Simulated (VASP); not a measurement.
# MgBe2S3 (P-4m2) in VASP: notebook

MgBe2S3 is run at these levels: PBE; tasks: single point, relaxation of cell and atoms.

Program: VASP 6.6.1. These are calculated values, not measurements. Logs are shortened: lines on timing, memory, paths and dates and some standing lists are left out, and cuts for length are marked.

## Step 1: The cell of the first run

The structure is tetragonal, space group P-4m2 (No. 115). The conventional cell has a = 3.571 Å, b = 3.571 Å, c = 7.866 Å, α = 90.00°, β = 90.00°, γ = 90.00°. Mg (site symmetry -4m2) has 4 S at 2.52 Å and 4 Be at 2.73 Å within 3.3 Å. Be (site symmetry 2mm) has 7 S at 2.69 to 2.82 Å and 2 Mg at 2.73 Å within 3.5 Å. S (site symmetry -4m2) has 4 Mg at 2.52 Å and 4 Be at 2.73 Å within 3.3 Å. Within 3.5 Å of S (site symmetry 2mm) lie 5 Be at 2.69 to 2.82 Å and 6 S at 3.17 to 3.47 Å and 2 Mg at 3.47 Å.

## Step 2: Single point, PBE

INCAR

```
SYSTEM = MgBe2S3
PREC = Accurate
ENCUT = 520
EDIFF = 1E-7
ISMEAR = 0
SIGMA = 0.1
LREAL = .False.
LASPH = .True.
NELM = 100
ALGO = Normal
ISIF = 2
LWAVE = .False.
LCHARG = .False.
GGA = PE
NBANDS = 21
```

KPOINTS

```
regular mesh
0
Gamma
  6 6 2
  0 0 0
```

POSCAR

```
MgBe2S3
1.0
    3.5705376600      0.0000000000      0.0000000000
    0.0000000000      3.5705376600      0.0000000000
    0.0000000000      0.0000000000      7.8659676500
Mg Be S
1 2 3
Direct
    0.0000000000      0.0000000000      0.0000000000
    0.0000000000      0.5000000000      0.7376120100
    0.5000000000      0.0000000000      0.2623879900
    0.5000000000      0.5000000000      0.0000000000
    0.0000000000      0.5000000000      0.3786259900
    0.5000000000      0.0000000000      0.6213740100
```

Potentials or basis: VASP PAW PBE potentials, release 64 (Mg, Be, S).

Command:

```
> cat potpaw_PBE.64/Mg/POTCAR potpaw_PBE.64/Be/POTCAR potpaw_PBE.64/S/POTCAR > POTCAR
> mpirun -np 1 vasp_std > vasp.out
```

OUTCAR:

```text
SYSTEM = MgBe2S3
   PREC = Accurate
   ENCUT = 520
   EDIFF = 1E-7
   ISMEAR = 0
   LREAL = .False.
   LASPH = .True.
   NELM = 100
   ISIF = 2
   GGA = PE

 ion  position               nearest neighbor table
   1  0.000  0.000  0.000-   4 2.52   4 2.52   4 2.52   4 2.52   3 2.73   3 2.73   2 2.73   2 2.73

   2  0.000  0.500  0.738-   1 2.73   1 2.73
   3  0.500  0.000  0.262-   1 2.73   1 2.73
   4  0.500  0.500  0.000-   1 2.52   1 2.52   1 2.52   1 2.52
   5  0.000  0.500  0.379-
   6  0.500  0.000  0.621-

  LATTYP: Found a simple tetragonal cell.
 ALAT       =     3.5705376600
 C/A-ratio  =     2.2030204969

  Lattice vectors:

 A1 = (   3.5705376600,   0.0000000000,   0.0000000000)
 A2 = (   0.0000000000,   3.5705376600,   0.0000000000)
 A3 = (   0.0000000000,   0.0000000000,   7.8659676500)

Analysis of symmetry for initial positions (statically):
=====================================================================
 Subroutine PRICEL returns:
 Original cell was already a primitive cell.

 Routine SETGRP: Setting up the symmetry group for a
 simple tetragonal supercell.

 Subroutine GETGRP returns: Found  8 space group operations
 (whereof  8 operations were pure point group operations)
 out of a pool of 16 trial point group operations.

The static configuration has the point symmetry D_2d.

Analysis of symmetry for dynamics (positions and initial velocities):
=====================================================================
 Subroutine PRICEL returns:
 Original cell was already a primitive cell.

 Routine SETGRP: Setting up the symmetry group for a
 simple tetragonal supercell.

 Subroutine GETGRP returns: Found  8 space group operations
 (whereof  8 operations were pure point group operations)
 out of a pool of 16 trial point group operations.

The dynamic configuration has the point symmetry D_2d.

 Subroutine INISYM returns: Found  8 space group operations
 (whereof  8 operations are pure point group operations),
 and found     1 'primitive' translations

----------------------------------------------------------------------------------------

                                     Primitive cell

  volume of cell :     100.2812

  direct lattice vectors                    reciprocal lattice vectors
     3.570537660  0.000000000  0.000000000     0.280069865  0.000000000  0.000000000
     0.000000000  3.570537660  0.000000000     0.000000000  0.280069865  0.000000000
     0.000000000  0.000000000  7.865967650     0.000000000  0.000000000  0.127129941

  length of vectors
     3.570537660  3.570537660  7.865967650     0.280069865  0.280069865  0.127129941

  position of ions in fractional coordinates (direct lattice)
     0.000000000  0.000000000  0.000000000
     0.000000000  0.500000000  0.737612010
     0.500000000  0.000000000  0.262387990
     0.500000000  0.500000000  0.000000000
     0.000000000  0.500000000  0.378625990
     0.500000000  0.000000000  0.621374010

  ion indices of the primitive-cell ions
   primitive index   ion index
                 1           1
                 2           2
                 3           3
                 4           4
                 5           5
                 6           6

----------------------------------------------------------------------------------------

 KPOINTS: regular mesh

Automatic generation of k-mesh.
 Grid dimensions read from file:
 generate k-points for:    6    6    2

 Generating k-lattice:

  Cartesian coordinates                     Fractional coordinates (reciprocal lattice)
     0.046678311  0.000000000  0.000000000     0.166666667  0.000000000  0.000000000
     0.000000000  0.046678311  0.000000000     0.000000000  0.166666667  0.000000000
     0.000000000  0.000000000  0.063564970     0.000000000  0.000000000  0.500000000

  Length of vectors
     0.046678311  0.046678311  0.063564970

  Shift w.r.t. Gamma in fractional coordinates (k-lattice)
     0.000000000  0.000000000  0.000000000

 Subroutine IBZKPT returns following result:
 ===========================================

 Found     20 irreducible k-points:

 Following reciprocal coordinates:
            Coordinates               Weight
  0.000000  0.000000  0.000000      1.000000
  0.166667  0.000000  0.000000      4.000000
  0.333333  0.000000  0.000000      4.000000
  0.500000  0.000000  0.000000      2.000000
  0.166667  0.166667  0.000000      4.000000
  0.333333  0.166667  0.000000      8.000000
[... 12 lines left out ...]
  0.500000  0.333333  0.500000      4.000000
  0.500000  0.500000  0.500000      1.000000
   k-points           NKPTS =     20   k-points in BZ     NKDIM =     20   number of bands    NBANDS=     21
   number of dos      NEDOS =    301   number of ions     NIONS =      6
   total plane-waves  NPLWV =  47040
   dimension x,y,z NGX =    28 NGY =   28 NGZ =   60
   dimension x,y,z NGXF=    56 NGYF=   56 NGZF=  120
   ions per type =               1   2   3
   NGX,Y,Z   is equivalent  to a cutoff of  13.04, 13.04, 12.68 a.u.
   NGXF,Y,Z  is equivalent  to a cutoff of  26.07, 26.07, 25.36 a.u.
 SYSTEM =  MgBe2S3
   PREC   = accura    normal or accurate (medium, high low for compatibility)
   ISTART =      0    job   : 0-new  1-cont  2-samecut
   ICHARG =      2    charge: 1-file 2-atom 10-const
   ISPIN  =      1    spin polarized calculation?
   LNONCOLLINEAR =      F non collinear calculations
   LSORBIT =      F    spin-orbit coupling
   LASPH  =      T    aspherical Exc in radial PAW
   ENCUT  =  520.0 eV  38.22 Ry    6.18 a.u.   6.64  6.64 14.63*2*pi/ulx,y,z
   NELM   =    100;   NELMIN=  2; NELMDL= -5     # of ELM steps
   EDIFF  = 0.1E-06   stopping-criterion for ELM
   LREAL  =      F    real-space projection
   EDIFFG = 0.1E-05   stopping-criterion for IOM
   NSW    =      0    number of steps for IOM
   IBRION =     -1    ionic relax: 0-MD 1-quasi-New 2-CG
   NFREE  =      0    steps in history (QN), initial steepest desc. (CG)
   ISIF   =      2    stress and relaxation
   ISYM   =      2    0-nonsym 1-usesym 2-fastsym
   POTIM  = 0.5000    time-step for ionic-motion
   TEBEG  =    0.0;   TEEND  =   0.0 temperature during run
   PSTRESS=    0.0 pullay stress
   NELECT =      24.0000    total number of electrons
   NUPDOWN=      -1.0000    fix difference up-down
   EMIN   =  10.00;   EMAX   =-10.00  energy-range for DOS
   EFERMI =   0.00;   METHOD = LEGACY
   ISMEAR =     0;   SIGMA  =   0.10  broadening in eV -4-tet -1-fermi 0-gaus
   EFERMI_NEDOS =   21; number of points for ismear=-14 and -15
   IALGO  =     38    algorithm
   IMIX   =      4    mixing-type and parameters
     AMIX     =   0.40;   BMIX     =  1.00
     AMIX_MAG =   1.60;   BMIX_MAG =  1.00
  volume/ion in A,a.u.               =      16.71       112.79
  Fermi-wavevector in a.u.,A,eV,Ry     =   1.016417  1.920750 14.056239  1.033104
  Thomas-Fermi vector in A             =   2.149760
   LORBIT       =      0    0 simple, 1 ext, 2 COOP (PROOUT), +10 PAW based schemes
   GGA     = PE    functional components
   LHFCALC =     F    Hartree Fock is set to
   AEXX    =    0.0000 exact exchange contribution
   IVDW    =     0    specifies the selected vdW correction
   LEPSILON=     F    determine dielectric tensor
   LRPA    =     F    only Hartree local field effects (RPA)
 non-spin polarized calculation
 Gauss-broadening in eV      SIGMA  =   0.10
  energy-cutoff  :      520.00
  volume of cell :      100.28
 maximum number of plane-waves:      2717
 NGX is ok and might be reduce to    28
   NGX = 13   NGY = 13   NGZ = 29

 number of electron      23.9999995 magnetization

 Free energy of the ion-electron system (eV)
  ---------------------------------------------------
  ext. energy  EPLUGINS =         0.00000000
  ---------------------------------------------------
  free energy    TOTEN  =       -20.52602935 eV

  energy without entropy =      -20.51297667  energy(sigma->0) =      -20.51950301

 E-fermi :   4.7854     XC(G=0):  -9.6885

 val. band max:        4.7510540899   @ k =   0.3333   0.0000   0.5000
 cond. band min:       4.8502521392   @ k =   0.1667   0.1667   0.0000
 fundamental gap:      0.0991980493
 Fermi energy:         4.7853721787

 k-point     1 :       0.0000    0.0000    0.0000
  band No.  band energies     occupation
      1      -9.9348      2.00000
      2      -8.1443      2.00000
      3      -6.6857      2.00000
      4      -0.9064      2.00000
      5       1.1546      2.00000
      6       1.1546      2.00000
[... 13 lines left out ...]
     20      10.4314      0.00000
     21      11.0676      0.00000

 k-point     2 :       0.1667    0.0000    0.0000
  band No.  band energies     occupation
      1      -9.7721      2.00000
      2      -7.9666      2.00000
      3      -6.6308      2.00000
      4      -1.0050      2.00000
      5      -0.1474      2.00000
      6       1.2654      2.00000
[... 13 lines left out ...]
     20      10.6258      0.00000
     21      10.8378      0.00000

 k-point     3 :       0.3333    0.0000    0.0000
  band No.  band energies     occupation
      1      -9.3939      2.00000
      2      -7.4989      2.00000
      3      -6.6216      2.00000
      4      -1.9884      2.00000
      5      -0.8812      2.00000
      6       0.5248      2.00000
[... 13 lines left out ...]
     20      10.8287      0.00000
     21      11.3226      0.00000
[... 361 lines left out ...]
 k-point    19 :       0.5000    0.3333    0.5000
  band No.  band energies     occupation
      1      -8.7444      2.00000
      2      -6.5590      2.00000
      3      -6.5345      2.00000
      4      -1.9383      2.00000
      5      -1.0278      2.00000
      6      -0.0186      2.00000
[... 13 lines left out ...]
     20      11.0631      0.00000
     21      11.3812      0.00000

 k-point    20 :       0.5000    0.5000    0.5000
  band No.  band energies     occupation
      1      -8.5786      2.00000
      2      -6.3899      2.00000
      3      -6.3899      2.00000
      4      -1.5606      2.00000
      5      -1.5606      2.00000
      6      -0.2215      2.00000
[... 13 lines left out ...]
     20      10.9736      0.00000
     21      11.6841      0.00000

------------------------ aborting loop because EDIFF is reached ----------------------------------------

  FORCE on cell =-STRESS in cart. coord.  units (eV):
  Direction    XX          YY          ZZ          XY          YZ          ZX
  --------------------------------------------------------------------------------------
  -------------------------------------------------------------------------------------
  Total       -6.1621071     -6.1621071     -3.6450900      0.0000000     -0.0000000      0.0000000
  in kB      -98.4510681    -98.4510681    -58.2370605      0.0000000     -0.0000000      0.0000000
  external PRESSURE =     -85.0463989 kB  Pullay stress =       0.0000000 kB

 VOLUME and BASIS-vectors are now :
 -----------------------------------------------------------------------------
  energy-cutoff  :      520.00
  volume of cell :      100.28
      direct lattice vectors                 reciprocal lattice vectors
     3.570537660  0.000000000  0.000000000     0.280069865  0.000000000  0.000000000
     0.000000000  3.570537660  0.000000000     0.000000000  0.280069865  0.000000000
     0.000000000  0.000000000  7.865967650     0.000000000  0.000000000  0.127129941

 POSITION                                       TOTAL-FORCE (eV/Angst)
 -----------------------------------------------------------------------------------
      0.00000      0.00000      0.00000         0.000000      0.000000      0.000000
      0.00000      1.78527      5.80203        -0.000000      0.000000     -2.437459
      1.78527      0.00000      2.06394         0.000000      0.000000      2.437459
      1.78527      1.78527      0.00000         0.000000     -0.000000      0.000000
      0.00000      1.78527      2.97826         0.000000      0.000000     -2.039368
      1.78527      0.00000      4.88771        -0.000000      0.000000      2.039368
 -----------------------------------------------------------------------------------
    total drift:                               -0.000000      0.000000      0.000000

  FREE ENERGIE OF THE ION-ELECTRON SYSTEM (eV)
  ---------------------------------------------------
  free  energy   TOTEN  =       -20.5260293521 eV

  energy  without entropy=      -20.5129766680  energy(sigma->0) =      -20.51950301
```

It took 20 s on 1 thread of Intel Xeon 6975P-C (Granite Rapids), shared host; peak memory 0.21 GiB.

What came out:

| Item | Value |
| --- | --- |
| Free energy | -20.5260 eV |
| Pressure | -8.5 GPa |
| Largest force | 2.437 eV/Å |
| Band gap on the k mesh | zero (band 12 reaches 4.85 eV, above the bottom of band 13 at 4.07 eV) |

Forces in eV/Å, atoms in the order of the input:
```
Mg   0.000  0.000  0.000
Be   0.000  0.000 -2.437
Be   0.000  0.000  2.437
S    0.000  0.000  0.000
S    0.000  0.000 -2.039
S    0.000  0.000  2.039
```

Caveat: the k points lie up to 0.40 Å⁻¹ apart; forces of over 1 eV/Å act on the atoms, so gaps and moduli don't describe the material at rest.

## Step 3: Single point, PBE

This run uses another cell than the first one, of 20.86 Å³/atom, 1.248 times its volume.

INCAR

```
PREC     = Accurate       # precision mode
ENCUT    = 520            # plane-wave cutoff, eV
EDIFF    = 1E-7           # SCF threshold, eV
ISMEAR   = 0              # smearing method
SIGMA    = 0.1            # smearing width, eV
LREAL    = False          # projectors in reciprocal space
LASPH    = True           # aspherical terms in the spheres
NELM     = 80             # most SCF steps
ALGO     = Normal         # electronic algorithm
ISIF     = 2              # what is computed and relaxed
LWAVE    = False          # write WAVECAR
LCHARG   = True           # write CHGCAR
GGA      = PE             # functional
LELF     = True           # ELF
LVHAR    = True         
NBANDS   = 21             # bands
```

KPOINTS

```
Automatic mesh
0
Gamma
  6 6 2
```

POSCAR

```
MgBe2S3
1.0
    3.3454456423      0.0000000000      0.0000000000
    0.0000000000      3.3454456423      0.0000000000
    0.0000000000      0.0000000000     11.1849352269
Mg Be S
1 2 3
Direct
    0.0000000000      0.0000000000      0.0000000000
    0.0000000000      0.5000000000      0.5710940877
    0.5000000000      0.0000000000      0.4289059123
    0.5000000000      0.5000000000      0.0000000000
    0.0000000000      0.5000000000      0.3865814600
    0.5000000000      0.0000000000      0.6134185400
```

Potentials or basis: VASP PAW PBE potentials, release 64 (Mg, Be, S).

Command:

```
> cat potpaw_PBE.64/Mg/POTCAR potpaw_PBE.64/Be/POTCAR potpaw_PBE.64/S/POTCAR > POTCAR
> mpirun -np 1 vasp_std > vasp.out
```

Run time: 31 s. Hardware: 1 thread of Intel Xeon 6975P-C (Granite Rapids), shared host; peak memory 0.26 GiB.

It converged, with:

- Free energy: -25.3452 eV
- Pressure: -0.1 GPa
- Largest force: 0.016 eV/Å
- Band gap on the k mesh: 1.02 eV, indirect (least direct gap 1.10 eV)

Forces on the atoms (eV/Å):
```
Mg   0.000  0.000  0.000
Be   0.000  0.000 -0.016
Be   0.000  0.000  0.016
S    0.000  0.000  0.000
S    0.000  0.000  0.009
S    0.000  0.000 -0.009
```

Stress tensor (GPa, compression positive):
```
-0.15  0.00  0.00
 0.00 -0.15  0.00
 0.00  0.00 -0.06
```

Levels at points of the mesh, in eV from the valence-band top:
```tsv
k point	band 8	band 9	band 10	band 11	band 12	band 13	band 14	band 15	band 16	band 17
(0.00, 0.00, 0.00)	-1.81	-0.92	-0.92	-0.38	-0.38	2.52	2.60	3.62	4.99	5.35
(0.50, 0.00, 0.00)	-2.75	-1.03	-0.74	-0.74	0.00	3.43	3.79	4.09	4.50	4.50
(0.50, 0.50, 0.00)	-3.55	-3.55	-2.90	-2.90	-0.08	1.03	1.03	2.92	4.87	4.91
(0.00, 0.00, 0.50)	-2.17	-0.92	-0.92	-0.38	-0.38	2.47	2.75	3.49	4.99	5.72
(0.50, 0.00, 0.50)	-2.76	-1.00	-0.74	-0.74	0.00	3.66	3.76	4.04	4.50	4.50
(0.50, 0.50, 0.50)	-3.55	-3.55	-2.90	-2.90	-0.08	1.02	1.02	2.95	4.77	4.92
```

A k mesh can miss the band edges.

## Step 4: Single point, PBE

This run uses another cell than the first one, of 21.23 Å³/atom, 1.270 times its volume.

INCAR

```
PREC     = Accurate       # precision mode
ENCUT    = 520            # plane-wave cutoff, eV
EDIFF    = 1E-6           # SCF threshold, eV
ISMEAR   = 0              # smearing method
SIGMA    = 0.02           # smearing width, eV
LREAL    = F              # projectors in reciprocal space
LASPH    = T              # aspherical terms in the spheres
NELM     = 80             # most SCF steps
ALGO     = Normal         # electronic algorithm
ISIF     = 2              # what is computed and relaxed
LWAVE    = F              # write WAVECAR
LCHARG   = F              # write CHGCAR
GGA      = PE             # functional
NBANDS   = 21             # bands
```

KPOINTS

```
Automatic mesh
0
Gamma
  8 8 4
```

POSCAR

```
MgBe2S3
1.0
    3.3435551550      0.0000000000      0.0000000000
    0.0000000000      3.3435551550      0.0000000000
    0.0000000000      0.0000000000     11.3962865784
Mg Be S
1 2 3
Direct
    0.0000000000      0.0000000000      0.0000000000
    0.0000000000      0.5000000000      0.5696462193
    0.5000000000      0.0000000000      0.4303537807
    0.5000000000      0.5000000000      0.0000000000
    0.0000000000      0.5000000000      0.3887518752
    0.5000000000      0.0000000000      0.6112481248
```

Command:

```
> cat potpaw_PBE.64/Mg/POTCAR potpaw_PBE.64/Be/POTCAR potpaw_PBE.64/S/POTCAR > POTCAR
> mpirun -np 1 vasp_std > vasp.out
```

It took 58 s on 1 thread of Intel Xeon 6975P-C (Granite Rapids), shared host; peak memory 0.31 GiB.

It converged, with:

| Quantity | Value |
| --- | --- |
| Free energy | -25.3588 eV |
| Pressure | 0.0 GPa |
| Largest force | 0.018 eV/Å |
| Band gap on the k mesh | 1.03 eV, indirect (least direct gap 1.11 eV) |

Forces on the atoms (eV/Å):
```
Mg   0.000  0.000  0.000
Be   0.000  0.000 -0.001
Be   0.000  0.000  0.001
S    0.000  0.000  0.000
S    0.000  0.000 -0.018
S    0.000  0.000  0.018
```

Stress tensor (GPa, compression positive):
```
-0.07  0.00  0.00
 0.00 -0.07  0.00
 0.00  0.00  0.02
```

Levels at points of the mesh, in eV from the valence-band top:
| k point | band 10 | band 11 | band 12 | band 13 | band 14 | band 15 |
| --- | --- | --- | --- | --- | --- | --- |
| (0.00, 0.00, 0.00) | -0.92 | -0.38 | -0.38 | 2.53 | 2.61 | 3.58 |
| (0.50, 0.00, 0.00) | -0.74 | -0.74 | 0.00 | 3.47 | 3.79 | 4.08 |
| (0.50, 0.50, 0.00) | -2.91 | -2.91 | -0.08 | 1.03 | 1.03 | 2.94 |
| (0.00, 0.00, 0.50) | -0.92 | -0.38 | -0.38 | 2.48 | 2.76 | 3.46 |
| (0.50, 0.00, 0.50) | -0.74 | -0.74 | 0.00 | 3.68 | 3.76 | 4.03 |
| (0.50, 0.50, 0.50) | -2.90 | -2.90 | -0.08 | 1.03 | 1.03 | 2.96 |

A k mesh can miss the band edges.

[end of part 1 of 2]
